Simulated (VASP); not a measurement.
**SiC: dielectric tensor with r2SCAN**

The system is SiC.

```xyz
2
Lattice="0.0000 2.1563 2.1563 2.1563 0.0000 2.1563 2.1563 2.1563 0.0000" Properties=species:S:1:pos:R:3 pbc="T T T"
Si    0.0000    0.0000    0.0000
C     1.0781    1.0781    1.0781
```

This cell differs from its parent crystal: strain -1.0%.

```yaml
Program: VASP 6.6.1
Task: dielectric tensor
Functional: r2SCAN
Potentials_or_basis: VASP PAW PBE potentials, release 64 (Si, C)
Cutoff: 520 eV
k_mesh: 8 × 8 × 8
Occupations: gaussian, width 0.01 eV
Spin: no spin polarisation
Dipole_correction: no
Further_INCAR_settings: ALGO = Normal; EDIFF = 1e-08
```

| Property | Result |
| --- | --- |
| Band gap on the k mesh | 1.70 eV (least direct gap 5.10 eV) |
| Electronic dielectric tensor (diagonal) | 6.41 |
| Born charges (mean of the diagonal) | Si +2.72; C -2.72 e |

Levels at points of the mesh, in eV from the valence-band top:
| k point | band 1 | band 2 | band 3 | band 4 | band 5 | band 6 | band 7 | band 8 |
| --- | --- | --- | --- | --- | --- | --- | --- | --- |
| (0.00, 0.00, 0.00) | -16.43 | 0.00 | 0.00 | 0.00 | 7.23 | 8.09 | 8.09 | 8.09 |
| (0.50, 0.00, 0.00) | -12.69 | -8.99 | -1.11 | -1.11 | 6.30 | 7.89 | 7.89 | 11.15 |
| (0.50, 0.50, 0.00) | -11.19 | -8.15 | -3.39 | -3.39 | 1.70 | 4.95 | 15.53 | 15.53 |

Electronic dielectric tensor:
```
6.41 0.00 0.00
0.00 6.41 0.00
0.00 0.00 6.41
```

Born effective charge tensors (e):
atom 1, Si
```
2.72 0.00 0.00
0.00 2.72 0.00
0.00 0.00 2.72
```
atom 2, C
```
-2.72  0.00  0.00
 0.00 -2.72  0.00
 0.00  0.00 -2.72
```

Dipole moments of the cell (e·Å, modulo the quantum): ionic 4.313, 4.313, 4.313; electronic 0.002, 0.002, 0.008

Run time: 34 min on 1 thread of AMD EPYC 7R43 64-Core Processor (Zen 3) (shared host), peak memory 0.2 GiB.

Caveat: the cell differs from its parent crystal (strain -1.0%). A k mesh can miss the band edges.
